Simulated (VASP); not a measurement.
Here is a VASP 6.6.1 calculation.

Contents of INCAR:

```
SYSTEM = ScAl3
PREC = Accurate
ENCUT = 600
EDIFF = 1E-6
ISMEAR = 0
SIGMA = 0.1
LREAL = .FALSE.
LASPH = .TRUE.
NELM = 60
ALGO = Normal
ISIF = 3
LWAVE = .FALSE.
LCHARG = .FALSE.
GGA = PE
IBRION = 2
NSW = 90
EDIFFG = -0.04
```

KPOINTS

```
Automatic mesh
0
G
  6 6 6
  0 0 0
```

Contents of POSCAR:

```
ScAl3
1.0
    0.0000000000      3.1466967000      3.1466967000
    3.1466967000      0.0000000000      3.1466967000
    3.1466967000      3.1466967000      0.0000000000
Sc Al
1 3
Direct
    0.0000000000      0.0000000000      0.0000000000
    0.5000000000      0.5000000000      0.5000000000
    0.2500000000      0.2500000000      0.2500000000
    0.7500000000      0.7500000000      0.7500000000
```

Potentials or basis: VASP PAW PBE potentials, release 64 (Sc_sv, Al).

Command:

```sh
$ cat potpaw_PBE.64/Sc_sv/POTCAR potpaw_PBE.64/Al/POTCAR > POTCAR
$ mpirun -np 1 vasp_std > vasp.out
```

What does it give for the relaxed cell?

a = 4.670 Å, b = 4.670 Å, c = 4.670 Å, α = 60.00°, β = 60.00°, γ = 60.00°.

Predict the band gap on the k mesh.

zero (band 10 reaches 7.43 eV, above the bottom of band 11 at 6.33 eV).

Final structure:
```cif
data_structure
_symmetry_space_group_name_H-M 'P 1'
_symmetry_Int_Tables_number 1
_cell_length_a 4.6702
_cell_length_b 4.6702
_cell_length_c 4.6702
_cell_angle_alpha 60.000
_cell_angle_beta 60.000
_cell_angle_gamma 60.000
_cell_volume 72.02
loop_
_atom_site_label
_atom_site_type_symbol
_atom_site_fract_x
_atom_site_fract_y
_atom_site_fract_z
_atom_site_occupancy
Sc1 Sc 0.00000 0.00000 0.00000 1
Al1 Al 0.50000 0.50000 0.50000 1
Al2 Al 0.25000 0.25000 0.25000 1
Al3 Al 0.75000 0.75000 0.75000 1
```
